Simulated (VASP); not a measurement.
Runs of VASP 6.6.1 on Li6AlB3. The structure is that of space group Pm-3 (No. 200), or close to it. The cells are those of the table. 

```tsv
task	cell	k mesh	cutoff (eV)	gap on the mesh (eV)	pressure (GPa)	relaxed volume (Å³/atom)	largest force (eV/Å)
single point	a = 5.571 Å, 10 atoms	8 × 8 × 8	520	none	-	-	0.05
single point	a = 4.857 Å, 10 atoms	4 × 4 × 4	520	none	-	-	(b)
relaxation of cell and atoms	relaxed from a = 5.562 Å, 10 atoms	8 × 8 × 8	600	none	0.0	(a)	-
single point	a = 5.562 Å, 10 atoms	4 × 4 × 4	520	none	-	-	0.07
relaxation of cell and atoms	relaxed from a = 4.857 Å, 10 atoms	4 × 4 × 4	600	none	-0.1	16.76	0.01
```

Alike in all rows: level PBE; potentials or basis VASP PAW PBE potentials, release 64 (Li_sv, Al, B); no spin polarisation; smearing gaussian 0.1 eV.

Fill in the values left out.

(a) 17.24; (b) 5.86.

Caveats: the cutoff is under 1.25 times the usual one of these potentials, so pressure, stress and relaxed cells hold a basis-set (Pulay) error; forces of over 1 eV/Å act on the atoms, so gaps and moduli don't describe the material at rest (some runs); the volume moved by over 15 % at a fixed basis, so the end points are rough (some runs).

A gap of «none» marks levels without a gap at the run's occupations.
